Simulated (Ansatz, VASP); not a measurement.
## Cu2Pt in VASP and in Ansatz

```
CELL_PARAMETERS angstrom
0.00000 3.45166 3.45166
3.45166 0.00000 3.45166
3.45166 3.45166 0.00000
ATOMIC_POSITIONS crystal
Cu 0.62500 0.62500 0.62500
Cu 0.12500 0.62500 0.62500
Cu 0.62500 0.62500 0.12500
Cu 0.62500 0.12500 0.62500
Pt 0.00000 0.00000 0.00000
Pt 0.25000 0.25000 0.25000
```

Alike in both runs: task relaxation of cell and atoms; functional PBE; k mesh 4 × 4 × 4; occupations gaussian, width 0.1 eV; no spin polarisation.

```csv
,VASP,Ansatz
version,VASP 6.6.1,Ansatz 0.2.0
potentials or method,"VASP PAW PBE potentials, release 64 (Cu, Pt), cutoff 600 eV","scalar-relativistic, plane waves, PAW"
valence electrons in the cell,64,112
```

```csv
,VASP,Ansatz,Ansatz less VASP
"gap on the k mesh at the Fermi level, each at its own relaxed structure (eV)",none,none,-
relaxed volume (Å³/atom),13.07,13.04,-0.029
relaxed cell length with the largest relative difference (Å),4.804,4.801,-0.0036
```

A gap of «none» marks a metal or a gap that the smearing closes. VASP's potentials hold 64 valence electrons a cell and Ansatz's 112, so a difference there can come from the potentials and not from the codes.

The k mesh is coarse, so the values compare programs but aren't converged. Neither program's run includes spin-orbit coupling.
